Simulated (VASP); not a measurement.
Runs of VASP 6.6.1 on Si2Ge2P. The structure is that of space group P6/mmm (No. 191), or close to it. The cells are those of the table. 

```csv
task,cell,k mesh,cutoff (eV),gap on the mesh (eV),pressure (GPa),relaxed volume (Å³/atom),largest force (eV/Å)
single point,"a = 3.949, b = 3.949, c = 8.079 Å, angles 90.0, 90.0, 120.0°, 5 atoms",6 × 6 × 2,520,none,8.2,-,1.20
single point,"a = 4.474, b = 4.474, c = 7.174 Å, angles 90.0, 90.0, 120.0°, 5 atoms",6 × 6 × 2,520,none,0.0,-,0.03
single point,"a = 4.489, b = 4.489, c = 7.076 Å, angles 90.0, 90.0, 120.0°, 5 atoms",6 × 6 × 4,520,none,0.0,-,(a)
relaxation of cell and atoms,"relaxed from a = 3.949, b = 3.949, c = 8.079 Å, angles 90.0, 90.0, 120.0°, 5 atoms",6 × 6 × 2,600,none,0.0,24.91,0.03
single point,"a = 4.543, b = 4.543, c = 7.009 Å, angles 90.0, 90.0, 120.0°, 5 atoms",12 × 12 × 6,520,none,0.0,-,0.02
relaxation of cell and atoms,"relaxed from a = 4.474, b = 4.474, c = 7.174 Å, angles 90.0, 90.0, 120.0°, 5 atoms",6 × 6 × 4,600,none,-0.2,(b),-
```

Alike in all rows: level PBE; potentials or basis VASP PAW PBE potentials, release 64 (Si, Ge_d, P); no spin polarisation; smearing gaussian 0.1 eV.

Task: Fill in the values left out.

Result: (a) 0.04; (b) 24.79.

Caveats: some runs use coarse meshes; forces of over 1 eV/Å act on the atoms, so gaps and moduli don't describe the material at rest (some runs).

A k mesh can miss the band edges, and the runs leave out spin-orbit coupling on Ge.

A gap of «none» marks levels without a gap at the run's occupations.
